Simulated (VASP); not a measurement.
A run of VASP 6.6.1 is set up as follows.

The input INCAR:

```
SYSTEM = NaI
PREC     = Accurate       ! precision mode
ENCUT    = 520            ! plane-wave cutoff, eV
EDIFF    = 1E-6           ! SCF threshold, eV
ISMEAR   = -1             ! smearing method
SIGMA    = 0.02           ! smearing width, eV
LREAL    = .False.        ! projectors in reciprocal space
LASPH    = .True.         ! aspherical terms in the spheres
NELM     = 80             ! most SCF steps
ALGO     = Normal         ! electronic algorithm
ISIF     = 2              ! what is computed and relaxed
LWAVE    = .False.        ! write WAVECAR
LCHARG   = .False.        ! write CHGCAR
GGA      = PE             ! functional
NBANDS   = 14             ! bands
```

KPOINTS

```
regular mesh
0
Gamma
  6 6 6
  0 0 0
```

The input POSCAR:

```
NaI
1.0
    3.9415435151      0.0000000000      0.0000000000
    0.0000000000      3.9415435151      0.0000000000
    0.0000000000      0.0000000000      3.9415435151
Na I
1 1
Direct
    0.0000000000      0.0000000000      0.0000000000
    0.5000000000      0.5000000000      0.5000000000
```

Potentials or basis: VASP PAW PBE potentials, release 64 (Na_pv, I).

Run with:

```bash
$ cat potpaw_PBE.64/Na_pv/POTCAR potpaw_PBE.64/I/POTCAR > POTCAR
$ mpirun -np 1 vasp_std > vasp.out
```

**Question.** What does it give for the band gap on the k mesh?

**Answer.** 2.42 eV, indirect (least direct gap 2.63 eV).

**Question.** What does it give for the pressure?

**Answer.** 1.9 GPa.

Caveat: the cell differs from its parent crystal (strain -2.5%); spin-orbit coupling is left out, which moves the levels of the heavy elements. A k mesh can miss the band edges.
